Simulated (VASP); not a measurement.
# RuWO4 in VASP: single point with PBE

Aim: the single point of RuWO4 with PBE.

Program: VASP 6.6.1. These are calculated values, not measurements. Logs are shortened: lines on timing, memory, paths and dates and some standing lists are left out, and cuts for length are marked.

## Step 1: The cell of the first run

The typed cell holds 24 atoms: a = 6.902 Å, b = 6.796 Å, c = 7.454 Å, α = 117.05°, β = 117.51°, γ = 90.12°.

## Step 2: Single point, PBE

Input file INCAR:

```
ALGO     = Fast           # electronic algorithm
EDIFF    = 1E-6           # SCF threshold, eV
ENCUT    = 520            # plane-wave cutoff, eV
GGA      = PE             # functional
ISIF     = 2              # what is computed and relaxed
ISMEAR   = 0              # smearing method
ISYM     = 0            
LASPH    = T              # aspherical terms in the spheres
LCHARG   = T              # write CHGCAR
LELF     = T              # ELF
LREAL    = Auto         
LVHAR    = T            
LWAVE    = F              # write WAVECAR
NBANDS   = 122            # bands
NELM     = 80             # most SCF steps
PREC     = Accurate       # precision mode
SIGMA    = 0.1            # smearing width, eV
```

Input file KPOINTS:

```
k-points
0
Gamma
  4 4 4
```

Input file POSCAR:

```
RuWO4
1.0
    4.8860144835     -4.8754531147     -0.0000053962
   -4.8109158389     -4.8003990745     -0.0000010253
   -0.0375454596      4.8379234280     -5.6711669589
O Ru W
16 4 4
Direct
    0.7515213521      0.4667077230      0.5013883347
    0.4995340764      0.2146836657      0.9974125083
    0.2514823980      0.9666465020      0.5013004139
   -0.0004732512      0.7147166916      0.9973899220
    0.7488375762      0.0373520364      0.5013925946
    0.4968515563      0.7854024730      0.9974195909
    0.2487923743      0.5373199958      0.5012928017
    0.9968393414      0.2853402597      0.9973859810
    0.9280173070      0.1249123692      0.2493945642
    0.6592361578      0.8744255386      0.7493730400
    0.4280050304      0.6248932420      0.2493555213
    0.1592539134      0.3744506624      0.7493857348
    0.3203554997      0.1271512898      0.2493960142
    0.0891107138      0.8775932767      0.7493682272
    0.8203221485      0.6271321162      0.2493595079
    0.5891041193      0.3776187376      0.7493894580
    0.6242058608      0.1260487590      0.2494440393
    0.3741624514      0.8759755002      0.7493494601
    0.1241447867      0.6259816852      0.2493114414
    0.8741837459      0.3760501171      0.7493980356
    0.7577161177      0.7595687910      0.5164523672
    0.4906444226      0.4924676968      0.9823225193
    0.2577090769      0.2595268433      0.5164439792
    0.9906445046      0.9925007437      0.9823164952
```

Potentials or basis: VASP PAW PBE potentials, release 64 (O, Ru_pv, W_sv).

The run is started by

```sh
$ cat potpaw_PBE.64/O/POTCAR potpaw_PBE.64/Ru_pv/POTCAR potpaw_PBE.64/W_sv/POTCAR > POTCAR
$ mpirun -np 1 vasp_std > vasp.out
```

OUTCAR:

```text
EDIFF = 1E-6
   ENCUT = 520
   GGA = PE
   ISIF = 2
   ISMEAR = 0
   ISYM = 0
   LASPH = T
   LREAL = Auto
   NELM = 80
   PREC = Accurate

 ion  position               nearest neighbor table
   1  0.752  0.467  0.501-  21 1.94  20 2.03  17 2.04
   2  0.500  0.215  0.997-  22 1.94  18 2.03  17 2.04
   3  0.251  0.967  0.501-  23 1.94  18 2.03  19 2.04
   4  1.000  0.715  0.997-  24 1.94  20 2.03  19 2.04
   5  0.749  0.037  0.501-  21 1.94  20 2.03  17 2.04
   6  0.497  0.785  0.997-  22 1.94  18 2.03  17 2.04
[... 8 lines left out ...]
  15  0.820  0.627  0.249-  22 2.03  21 2.03  19 2.10
  16  0.589  0.378  0.749-  20 1.97  22 1.99  23 1.99
  17  0.624  0.126  0.249-   5 2.04   1 2.04   6 2.04   2 2.04  13 2.10   9 2.10  20 2.84  18 2.84
[... 11 lines left out ...]
  23  0.258  0.260  0.516-   3 1.94   7 1.94  16 1.99  12 1.99   9 2.03  13 2.03  22 2.64  24 3.03

  24  0.991  0.993  0.982-   8 1.94   4 1.94  10 1.99  14 1.99   9 2.03  13 2.03  21 2.64  23 3.03

IMPORTANT INFORMATION: All symmetrisations will be switched off!
NOSYMM: (Re-)initialisation of all symmetry stuff for point group C_1.

----------------------------------------------------------------------------------------

                                     Primitive cell

  volume of cell :     266.0358

  direct lattice vectors                    reciprocal lattice vectors
     4.886014484 -4.875453115 -0.000005396     0.102331599 -0.102555770 -0.088165108
    -4.810915839 -4.800399074 -0.000001025    -0.103931629 -0.104156672 -0.088165248
    -0.037545460  4.837923428 -5.671166959    -0.000000079  0.000000116 -0.176330452

  length of vectors
     6.902403973  6.796230020  7.454464933     0.169595190  0.171532815  0.176330452

  position of ions in fractional coordinates (direct lattice)
     0.751521352  0.466707723  0.501388335
     0.499534076  0.214683666  0.997412508
     0.251482398  0.966646502  0.501300414
     0.999526749  0.714716692  0.997389922
     0.748837576  0.037352036  0.501392595
     0.496851556  0.785402473  0.997419591
[... 16 lines left out ...]
     0.257709077  0.259526843  0.516443979
     0.990644505  0.992500744  0.982316495

  ion indices of the primitive-cell ions
   primitive index   ion index
                 1           1
                 2           2
                 3           3
                 4           4
                 5           5
                 6           6
[... 16 lines left out ...]
                23          23
                24          24

----------------------------------------------------------------------------------------

 KPOINTS: k-points

[... 75 lines left out ...]
   POTIM  = 0.5000    time-step for ionic-motion
   TEBEG  =    0.0;   TEEND  =   0.0 temperature during run
   PSTRESS=    0.0 pullay stress
   NELECT =     208.0000    total number of electrons
   NUPDOWN=      -1.0000    fix difference up-down
   EMIN   =  10.00;   EMAX   =-10.00  energy-range for DOS
   EFERMI =   0.00;   METHOD = LEGACY
   ISMEAR =     0;   SIGMA  =   0.10  broadening in eV -4-tet -1-fermi 0-gaus
   EFERMI_NEDOS =   21; number of points for ismear=-14 and -15
   IALGO  =     68    algorithm
   IMIX   =      4    mixing-type and parameters
     AMIX     =   0.40;   BMIX     =  1.00
     AMIX_MAG =   1.60;   BMIX_MAG =  1.00
  volume/ion in A,a.u.               =      11.08        74.80
  Fermi-wavevector in a.u.,A,eV,Ry     =   1.508166  2.850021 30.947345  2.274566
  Thomas-Fermi vector in A             =   2.618656
   LORBIT       =      0    0 simple, 1 ext, 2 COOP (PROOUT), +10 PAW based schemes
   GGA     = PE    functional components
   LHFCALC =     F    Hartree Fock is set to
   AEXX    =    0.0000 exact exchange contribution
   IVDW    =     0    specifies the selected vdW correction
   LEPSILON=     F    determine dielectric tensor
   LRPA    =     F    only Hartree local field effects (RPA)
 non-spin polarized calculation
 RMM-DIIS sequential band-by-band and
 Gauss-broadening in eV      SIGMA  =   0.10
  energy-cutoff  :      520.00
  volume of cell :      266.04
 maximum number of plane-waves:      7189
 NGX is ok and might be reduce to    54
   NGX = 25   NGY = 25   NGZ = 27

 number of electron     208.0000006 magnetization

 Free energy of the ion-electron system (eV)
  ---------------------------------------------------
  ext. energy  EPLUGINS =         0.00000000
  ---------------------------------------------------
  free energy    TOTEN  =      -204.57700739 eV

  energy without entropy =     -204.51466342  energy(sigma->0) =     -204.54583540

 E-fermi :   6.7959     XC(G=0): -11.7743

 val. band max:        6.7949594872   @ k =  -0.0000   0.5000   0.2500
 cond. band min:       6.8025256546   @ k =   0.5000  -0.0000   0.5000
 fundamental gap:      0.0075661673
 Fermi energy:         6.7959303693

 k-point     1 :       0.0000    0.0000    0.0000
  band No.  band energies     occupation
      1     -68.7059      2.00000
      2     -68.6973      2.00000
      3     -68.6577      2.00000
      4     -68.6490      2.00000
      5     -36.9235      2.00000
      6     -36.9168      2.00000
[... 2845 lines left out ...]
    115       9.2864      0.00000
    116       9.3229      0.00000

 [... further k-points ...]

 [bands above 116 left out]

------------------------ aborting loop because EDIFF is reached ----------------------------------------

  FORCE on cell =-STRESS in cart. coord.  units (eV):
  Direction    XX          YY          ZZ          XY          YZ          ZX
  --------------------------------------------------------------------------------------
  -------------------------------------------------------------------------------------
  Total        2.0031197      2.0473971      2.3324018      0.2626263      0.0029452      0.0015968
  in kB       12.0636127     12.3302693     14.0466854      1.5816437      0.0177373      0.0096167
  external PRESSURE =      12.8135225 kB  Pullay stress =       0.0000000 kB

 VOLUME and BASIS-vectors are now :
 -----------------------------------------------------------------------------
  energy-cutoff  :      520.00
  volume of cell :      266.04
      direct lattice vectors                 reciprocal lattice vectors
     4.886014484 -4.875453115 -0.000005396     0.102331599 -0.102555770 -0.088165108
    -4.810915839 -4.800399074 -0.000001025    -0.103931629 -0.104156672 -0.088165248
    -0.037545460  4.837923428 -5.671166959    -0.000000079  0.000000116 -0.176330452

 POSITION                                       TOTAL-FORCE (eV/Angst)
 -----------------------------------------------------------------------------------
      1.40783     -3.47871     -2.84346         0.080591      0.089152     -0.003853
      1.37046      1.35938     -5.65650         0.080248      0.090136      0.004998
     -3.44053     -3.44113     -2.84296         0.081544      0.090119     -0.005680
      1.40781     -3.47878     -5.65637         0.081010      0.090566      0.005062
      3.46031     -1.40453     -2.84349        -0.080219     -0.091116     -0.004430
     -1.38833     -1.36718     -5.65654        -0.079800     -0.087545      0.004770
[... 16 lines left out ...]
     -0.00878     -0.00376     -2.92884        -0.001021     -0.000927      0.066996
      0.02858     -4.84187     -5.57089         0.002093     -0.000179     -0.067693
 -----------------------------------------------------------------------------------
    total drift:                               -0.021803     -0.004505      0.009266

  FREE ENERGIE OF THE ION-ELECTRON SYSTEM (eV)
  ---------------------------------------------------
  free  energy   TOTEN  =      -204.5770073870 eV

  energy  without entropy=     -204.5146634230  energy(sigma->0) =     -204.54583540
```

OSZICAR:

```text
N       E                     dE             d eps       ncg     rms          rms(c)
DAV:   1     0.261120699587E+04    0.26112E+04   -0.11975E+05  8872   0.184E+03
DAV:   2     0.286734840891E+02   -0.25825E+04   -0.24651E+04  9362   0.557E+02
DAV:   3    -0.232545740936E+03   -0.26122E+03   -0.25340E+03 10018   0.173E+02
[... 12 lines left out ...]
RMM:  16    -0.204576976621E+03    0.23907E-03   -0.28912E-03 13394   0.110E-01    0.119E-01
RMM:  17    -0.204576992706E+03   -0.16085E-04   -0.46551E-04 13441   0.534E-02    0.345E-02
RMM:  18    -0.204577004584E+03   -0.11877E-04   -0.14302E-04 13052   0.228E-02    0.152E-02
RMM:  19    -0.204577006902E+03   -0.23187E-05   -0.30647E-05 11327   0.103E-02    0.930E-03
RMM:  20    -0.204577007387E+03   -0.48473E-06   -0.89176E-06  7380   0.481E-03
   1 F= -.20457701E+03 E0= -.20454584E+03  d E =-.623440E-01
```

stdout:

```text
POSCAR found type information on POSCAR O RuW
 POSCAR found :  3 types and      24 ions
 scaLAPACK will be used
 LDA part: xc-table for (Slater+PW92), standard interpolation
 POSCAR, INCAR and KPOINTS ok, starting setup
 FFT: planning ... GRIDC
 FFT: planning ... GRID_SOFT
 FFT: planning ... GRID
 WAVECAR not read
 entering main loop
```

Run time: 51 min. Hardware: 1 thread of Oxide Virtual Turin-like, shared host; peak memory 0.84 GiB.

Results:

```
Free energy            : -204.5770 eV
Pressure               : 1.3 GPa
Largest force          : 0.182 eV/Å
Band gap on the k mesh : zero (bands 104 and 105 overlap by 0.27 eV)
```

Forces on the atoms (eV/Å):
```
O    0.081  0.089 -0.004
O    0.080  0.090  0.005
O    0.082  0.090 -0.006
O    0.081  0.091  0.005
O   -0.080 -0.091 -0.004
O   -0.080 -0.088  0.005
O   -0.078 -0.089 -0.005
O   -0.082 -0.090  0.006
O   -0.091  0.081  0.001
O   -0.134  0.120  0.001
O   -0.091  0.082 -0.001
O   -0.135  0.121  0.001
O    0.090 -0.083  0.000
O    0.131 -0.118 -0.001
O    0.091 -0.084 -0.001
O    0.133 -0.119  0.000
Ru   0.001  0.001  0.001
Ru   0.000 -0.002  0.000
Ru   0.000  0.001 -0.003
Ru   0.001 -0.001  0.001
W    0.000  0.001  0.068
W    0.000 -0.002 -0.067
W   -0.001 -0.001  0.067
W    0.002  0.000 -0.068
```

Caveat: spin-orbit coupling is left out, which moves the levels of the heavy elements.
